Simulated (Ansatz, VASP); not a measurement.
KCl: VASP beside Ansatz

The input INCAR:

```
PREC = Accurate
ENCUT = 520
EDIFF = 1E-6
ISMEAR = 0
SIGMA = 0.05
LREAL = F
LASPH = T
NELM = 80
ALGO = Normal
ISIF = 2
LWAVE = F
LCHARG = F
GGA = PS
NBANDS = 15
```

File KPOINTS:

```
Automatic mesh
0
Gamma
  6 6 6
```

The input POSCAR:

```
KCl
1.0
    3.9351759000      0.0000000000      0.0000000000
    0.0000000000      3.9351759000      0.0000000000
    0.0000000000      0.0000000000      4.0311558000
K Cl
1 1
Direct
    0.0000000000      0.0000000000      0.0000000000
    0.5000000000      0.5000000000      0.5000000000
```

Input for Ansatz:

```yaml
crystal:
  lattice:
    - [3.9351759, 0.0, 0.0]
    - [0.0, 3.9351759, 0.0]
    - [0.0, 0.0, 4.0311558]
  atoms:
    - { symbol: K, position: [0.0, 0.0, 0.0] }
    - { symbol: Cl, position: [0.5, 0.5, 0.5] }
basis:
  ecutwfc: 420
kpoints:
  mp_grid: { grid: [6, 6, 6] }
hamiltonian:
  xc: pbesol
scf:
  occupations: { method: gaussian, width: 0.05 }
output:
  forces: true
  stress: true
  eigenvalues: true
```

Change from the starting cell: strain +0.025 along x and y, +0.050 along z, atoms carried along.

Alike in both runs: task single point; functional PBEsol; k mesh 6 × 6 × 6; occupations gaussian, width 0.05 eV; no spin polarisation.

|  | VASP | Ansatz |
| --- | --- | --- |
| version | VASP 6.6.1 | Ansatz 0.2.0 |
| potentials or method | VASP PAW PBE potentials, release 64 (K_sv, Cl), cutoff 520 eV | scalar-relativistic, plane waves, PAW |
| valence electrons in the cell | 16 | 16 |

```tsv
	VASP	Ansatz	Ansatz less VASP
gap on the k mesh at the Fermi level (eV)	4.23	4.23	+0.002
least direct gap on the mesh (eV)	4.41	4.41	+0.002
pressure (GPa)	-2.5	-2.5	+0.01
traceless stress, the component that is largest in VASP (GPa)	-0.60	-0.60	-0.001
```

VASP's potentials were made for PBE, not for PBEsol. With one functional, cell and mesh, what is left measures potentials, basis and numerics.
